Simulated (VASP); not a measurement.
# Fe (Im-3m) in VASP: a series of runs

Runs on Fe. Level: HSE06. Tasks: single point.

Program: VASP 6.6.1. These are calculated values, not measurements. Logs are shortened: lines on timing, memory, paths and dates and some standing lists are left out, and cuts for length are marked.

**1. The cell of the first run**

The structure is cubic, space group Im-3m (No. 229). The conventional cell has a = 2.914 Å, b = 2.914 Å, c = 2.914 Å, α = 90.00°, β = 90.00°, γ = 90.00°. Fe (site symmetry m-3m) has 14 Fe at 2.52 to 2.91 Å within 3.3 Å.

**2. Single point, HSE06, collinear spin, ferromagnetic start**

File POSCAR:

```
Fe
1.0
   -1.4570317096      1.4570317096      1.4570317096
    1.4570317096     -1.4570317096      1.4570317096
    1.4570317096      1.4570317096     -1.4570317096
Fe
1
Direct
    0.0000000000      0.0000000000      0.0000000000
```

File INCAR.step1:

```
SYSTEM = Fe
ALGO = Normal ; EDIFF = 1E-5
ENCUT = 520 ; GGA = PE
ISIF = 2 ; ISMEAR = -1
ISPIN = 2 ; LASPH = .True.
LCHARG = .False. ; LMAXMIX = 4
LORBIT = 11 ; LREAL = .False.
LWAVE = .True. ; MAGMOM = 3
NBANDS = 14 ; NELM = 150
PREC = Accurate ; SIGMA = 0.05
```

File INCAR.step2:

```
SYSTEM = Fe
ALGO = Normal ; EDIFF = 1E-6
ENCUT = 520 ; GGA = PE
HFSCREEN = 0.2079 ; ISIF = 2
ISMEAR = -1 ; ISPIN = 2
ISTART = 1 ; LASPH = .True.
LCHARG = .False. ; LHFCALC = .True.
LMAXMIX = 4 ; LORBIT = 11
LREAL = .False. ; LWAVE = .False.
MAGMOM = 3 ; NBANDS = 14
NELM = 150 ; PREC = Accurate
PRECFOCK = Normal ; SIGMA = 0.05
```

File KPOINTS:

```
k-points
0
Gamma
  7 7 7
  0 0 0
```

Potentials or basis: VASP PAW PBE potentials, release 64 (Fe).

The run is started by

```bash
$ cat potpaw_PBE.64/Fe/POTCAR > POTCAR
$ cp INCAR.step1 INCAR
$ mpirun -np 1 vasp_std > vasp.out
$ cp INCAR.step2 INCAR
$ mpirun -np 1 vasp_std > vasp.out
```

OUTCAR:

```text
SYSTEM = Fe
   EDIFF = 1E-6
   ENCUT = 520
   GGA = PE
   HFSCREEN = 0.2079
   ISIF = 2
   ISMEAR = -1
   ISPIN = 2
   ISTART = 1
   LASPH = .True.
   LHFCALC = .True.
   LORBIT = 11
   LREAL = .False.
   NELM = 150
   PREC = Accurate
   PRECFOCK = Normal

 ion  position               nearest neighbor table
   1  0.000  0.000  0.000-

  LATTYP: Found a body centered cubic cell.
 ALAT       =     2.9140634192

  Lattice vectors:

 A1 = (  -1.4570317096,   1.4570317096,   1.4570317096)
 A2 = (   1.4570317096,  -1.4570317096,   1.4570317096)
 A3 = (   1.4570317096,   1.4570317096,  -1.4570317096)

Analysis of symmetry for initial positions (statically):
=====================================================================
 Subroutine PRICEL returns:
 Original cell was already a primitive cell.

 Routine SETGRP: Setting up the symmetry group for a
 body centered cubic supercell.

 Subroutine GETGRP returns: Found 48 space group operations
 (whereof 48 operations were pure point group operations)
 out of a pool of 48 trial point group operations.

The static configuration has the point symmetry O_h .

Analysis of symmetry for dynamics (positions and initial velocities):
=====================================================================
 Subroutine PRICEL returns:
 Original cell was already a primitive cell.

 Routine SETGRP: Setting up the symmetry group for a
 body centered cubic supercell.

 Subroutine GETGRP returns: Found 48 space group operations
 (whereof 48 operations were pure point group operations)
 out of a pool of 48 trial point group operations.

The dynamic configuration has the point symmetry O_h .

Analysis of structural, dynamic, and magnetic symmetry:
=====================================================================
 Subroutine PRICEL returns:
 Original cell was already a primitive cell.

 Routine SETGRP: Setting up the symmetry group for a
 body centered cubic supercell.

 Subroutine GETGRP returns: Found 48 space group operations
 (whereof 48 operations were pure point group operations)
 out of a pool of 48 trial point group operations.

The overall configuration has the point symmetry O_h .

 Subroutine INISYM returns: Found 48 space group operations
 (whereof 48 operations are pure point group operations),
 and found     1 'primitive' translations

----------------------------------------------------------------------------------------

                                     Primitive cell

  volume of cell :      12.3728

  direct lattice vectors                    reciprocal lattice vectors
    -1.457031710  1.457031710  1.457031710     0.000000000  0.343163431  0.343163431
     1.457031710 -1.457031710  1.457031710     0.343163431  0.000000000  0.343163431
     1.457031710  1.457031710 -1.457031710     0.343163431  0.343163431  0.000000000

  length of vectors
     2.523652949  2.523652949  2.523652949     0.485306378  0.485306378  0.485306378

  position of ions in fractional coordinates (direct lattice)
     0.000000000  0.000000000  0.000000000

  ion indices of the primitive-cell ions
   primitive index   ion index
                 1           1

----------------------------------------------------------------------------------------

 KPOINTS: k-points

Automatic generation of k-mesh.
 Grid dimensions read from file:
 generate k-points for:    7    7    7

 Generating k-lattice:

  Cartesian coordinates                     Fractional coordinates (reciprocal lattice)
     0.000000000  0.049023347  0.049023347     0.142857143  0.000000000  0.000000000
     0.049023347  0.000000000  0.049023347     0.000000000  0.142857143  0.000000000
     0.049023347  0.049023347  0.000000000     0.000000000  0.000000000  0.142857143

  Length of vectors
     0.069329483  0.069329483  0.069329483

  Shift w.r.t. Gamma in fractional coordinates (k-lattice)
     0.000000000  0.000000000  0.000000000

 Subroutine IBZKPT returns following result:
[... 33 lines left out ...]
   NGXF,Y,Z  is equivalent  to a cutoff of  26.35, 26.35, 26.35 a.u.
 SYSTEM =  Fe
   PREC   = accura    normal or accurate (medium, high low for compatibility)
   ISTART =      1    job   : 0-new  1-cont  2-samecut
   ICHARG =      0    charge: 1-file 2-atom 10-const
   ISPIN  =      2    spin polarized calculation?
   LNONCOLLINEAR =      F non collinear calculations
   LSORBIT =      F    spin-orbit coupling
   LASPH  =      T    aspherical Exc in radial PAW
   ENCUT  =  520.0 eV  38.22 Ry    6.18 a.u.   4.69  4.69  4.69*2*pi/ulx,y,z
   NELM   =    150;   NELMIN=  2; NELMDL=  0     # of ELM steps
   EDIFF  = 0.1E-05   stopping-criterion for ELM
   LREAL  =      F    real-space projection
   EDIFFG = 0.1E-04   stopping-criterion for IOM
   NSW    =      0    number of steps for IOM
   IBRION =     -1    ionic relax: 0-MD 1-quasi-New 2-CG
   NFREE  =      0    steps in history (QN), initial steepest desc. (CG)
   ISIF   =      2    stress and relaxation
   ISYM   =      3    0-nonsym 1-usesym 2-fastsym
   POTIM  = 0.5000    time-step for ionic-motion
   TEBEG  =    0.0;   TEEND  =   0.0 temperature during run
   PSTRESS=    0.0 pullay stress
   NELECT =       8.0000    total number of electrons
   NUPDOWN=      -1.0000    fix difference up-down
   EMIN   =  10.00;   EMAX   =-10.00  energy-range for DOS
   EFERMI =   0.00;   METHOD = LEGACY
   ISMEAR =    -1;   SIGMA  =   0.05  broadening in eV -4-tet -1-fermi 0-gaus
   EFERMI_NEDOS =   21; number of points for ismear=-14 and -15
   IALGO  =     38    algorithm
   IMIX   =      1    mixing-type and parameters
     AMIX     =   0.40;   BMIX     =  1.00
     AMIX_MAG =   1.60;   BMIX_MAG =  1.00
  volume/ion in A,a.u.               =      12.37        83.50
  Fermi-wavevector in a.u.,A,eV,Ry     =   1.415628  2.675149 27.266113  2.004003
  Thomas-Fermi vector in A             =   2.537047
   LORBIT       =     11    0 simple, 1 ext, 2 COOP (PROOUT), +10 PAW based schemes
   GGA     = PE    functional components
   LHFCALC =     T    Hartree Fock is set to
   PRECFOCK=normal    Normal, Fast or Accurate (Low or Medium for compatibility)
   ENCUT4O =  -1.0   cutoff for four orbital integrals eV
   NKREDX  =     1    reduce k-point grid by
   NKREDY  =     1    reduce k-point grid by
   NKREDZ  =     1    reduce k-point grid by
   AEXX    =    0.2500 exact exchange contribution
   HFSCREEN=    0.2079 screening length (either q_TF or 0.3 A-1)
   HFSCREENC=   0.2079 screening length for correlation (either q_TF or 0.3 A-1)
   ENCUTFOCK=  -1.0 apply spherical cutoff to Coloumb kernel
   IVDW    =     0    specifies the selected vdW correction
   LEPSILON=     F    determine dielectric tensor
   LRPA    =     F    only Hartree local field effects (RPA)
 spin polarized calculation
  energy-cutoff  :      520.00
  volume of cell :       12.37
 maximum number of plane-waves:       341
  NGX = 16; NGY = 16; NGZ = 16

 number of electron       7.9999995 magnetization       2.8923195

 Free energy of the ion-electron system (eV)
  ---------------------------------------------------
  ext. energy  EPLUGINS =         0.00000000
  ---------------------------------------------------
  free energy    TOTEN  =       -11.53236361 eV

  energy without entropy =      -11.52438025  energy(sigma->0) =      -11.52837193

 E-fermi :   5.3282     XC(G=0): -10.2988

 val. band max:        5.2990679412   @ k =   0.1429   0.1429   0.0000
 cond. band min:       5.4755680650   @ k =  -0.2857   0.4286   0.1429
 fundamental gap:      0.1765001239
 Fermi energy:         5.3282066229

 spin component 1

 k-point     1 :       0.0000    0.0000    0.0000
  band No.  band energies     occupation
      1      -3.9530      1.00000
      2       0.1209      1.00000
      3       0.1209      1.00000
      4       0.1209      1.00000
      5       1.2671      1.00000
      6       1.2671      1.00000
      7      30.4656      0.00000
      8      30.4656      0.00000
      9      30.4656      0.00000
     10      35.1274      0.00000
     11      35.1274      0.00000
     12      37.1211      0.00000
     13      37.1217      0.00000
     14      37.1222      0.00000
[... 308 lines left out ...]
  band No.  band energies     occupation
      1      -1.6559      1.00000
      2      -1.6214      1.00000
      3       2.0367      1.00000
      4       2.0367      1.00000
      5       2.1826      1.00000
      6      12.6157      0.00000
      7      15.8935      0.00000
      8      15.8935      0.00000
      9      20.6816      0.00000
     10      22.1180      0.00000
     11      26.8090      0.00000
     12      43.1078      0.00000
     13      48.0375      0.00000
     14      48.0375      0.00000
 Fermi energy:         5.3282066229

 spin component 2

 k-point     1 :       0.0000    0.0000    0.0000
  band No.  band energies     occupation
      1      -4.4506      1.00000
      2       6.2689      0.00000
      3       6.2690      0.00000
      4       6.2690      0.00000
      5       8.8547      0.00000
      6       8.8548      0.00000
      7      29.6894      0.00000
      8      29.6894      0.00000
      9      29.6894      0.00000
     10      35.2021      0.00000
     11      35.2021      0.00000
     12      38.1929      0.00000
     13      38.1929      0.00000
     14      38.1929      0.00000
[... 309 lines left out ...]
      1       2.6347      1.00000
      2       2.8547      1.00000
      3       8.6516      0.00000
      4       8.6517      0.00000
      5       9.0832      0.00000
      6      13.4586      0.00000
      7      16.2006      0.00000
      8      16.2006      0.00000
      9      22.7712      0.00000
     10      23.6109      0.00000
     11      27.8623      0.00000
     12      43.3574      0.00000
     13      48.5075      0.00000
     14      48.5075      0.00000

------------------------ aborting loop because EDIFF is reached ----------------------------------------

  FORCE on cell =-STRESS in cart. coord.  units (eV):
  Direction    XX          YY          ZZ          XY          YZ          ZX
  --------------------------------------------------------------------------------------
  -------------------------------------------------------------------------------------
  Total        0.0284078      0.0284078      0.0284078      0.0000000     -0.0000000      0.0000000
  in kB        3.6785860      3.6785860      3.6785860      0.0000000     -0.0000000      0.0000000
  external PRESSURE =       3.6785860 kB  Pullay stress =       0.0000000 kB

 VOLUME and BASIS-vectors are now :
 -----------------------------------------------------------------------------
  energy-cutoff  :      520.00
  volume of cell :       12.37
      direct lattice vectors                 reciprocal lattice vectors
    -1.457031710  1.457031710  1.457031710     0.000000000  0.343163431  0.343163431
     1.457031710 -1.457031710  1.457031710     0.343163431  0.000000000  0.343163431
     1.457031710  1.457031710 -1.457031710     0.343163431  0.343163431  0.000000000

 POSITION                                       TOTAL-FORCE (eV/Angst)
 -----------------------------------------------------------------------------------
      0.00000      0.00000      0.00000         0.000000      0.000000      0.000000
 -----------------------------------------------------------------------------------
    total drift:                               -0.000025      0.000033      0.000054

  FREE ENERGIE OF THE ION-ELECTRON SYSTEM (eV)
  ---------------------------------------------------
  free  energy   TOTEN  =       -11.5323636077 eV

  energy  without entropy=      -11.5243802544  energy(sigma->0) =      -11.52837193

 total charge

# of ion       s       p       d       tot
------------------------------------------
    1        0.475   0.521   6.125   7.121

 magnetization (x)

# of ion       s       p       d       tot
------------------------------------------
    1       -0.031  -0.141   3.141   2.969
```

Run time: 40 min. Hardware: 1 thread of Oxide Virtual Turin-like, shared host; peak memory 0.21 GiB.

What came out:

| Item | Value |
| --- | --- |
| Free energy | -11.5324 eV |
| Pressure | 0.4 GPa |
| Net moment | 2.89 μB per cell |
| Site moments | Fe +2.97 μB |
| Valence electrons inside the program's atomic spheres | Fe 7.12 |

Caveat: the k points lie up to 0.44 Å⁻¹ apart; the PAW data sets were made with another functional, which shifts forces and pressure a little.

[end of part 1 of 2]
